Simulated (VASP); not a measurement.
Here is a VASP 6.6.1 calculation.

The input INCAR:

```
PREC = Accurate
ENCUT = 520
EDIFF = 1E-6
ISMEAR = 0
SIGMA = 0.01
LREAL = F
LASPH = T
NELM = 80
ALGO = Normal
ISIF = 2
LWAVE = F
LCHARG = F
GGA = PS
NBANDS = 16
```

The input KPOINTS:

```
regular mesh
0
Gamma
  6 6 6
```

The input POSCAR:

```
CdTe
1.0
    3.0732225755      3.0732225755      0.0000000000
   -3.0732225755      3.0732225755      0.0000000000
    0.0000000000      3.0732225755      3.0732225755
Cd Te
1 1
Direct
    0.0000000000      0.0000000000      0.0000000000
    0.7500000000      0.2500000000      0.5000000000
```

Potentials or basis: VASP PAW PBE potentials, release 64 (Cd, Te).

Command:

```sh
$ cat potpaw_PBE.64/Cd/POTCAR potpaw_PBE.64/Te/POTCAR > POTCAR
$ mpirun -np 1 vasp_std > vasp.out
```

Problem. What does it give for the band gap on the k mesh?

Solution. 1.15 eV, direct.

Problem. Estimate the pressure.

Solution. 10.3 GPa.

Caveat: the PAW data sets were made with another functional, which shifts forces and pressure a little; spin-orbit coupling is left out, which moves the levels of the heavy elements. As with any semilocal functional, this PBEsol gap is likely too small.
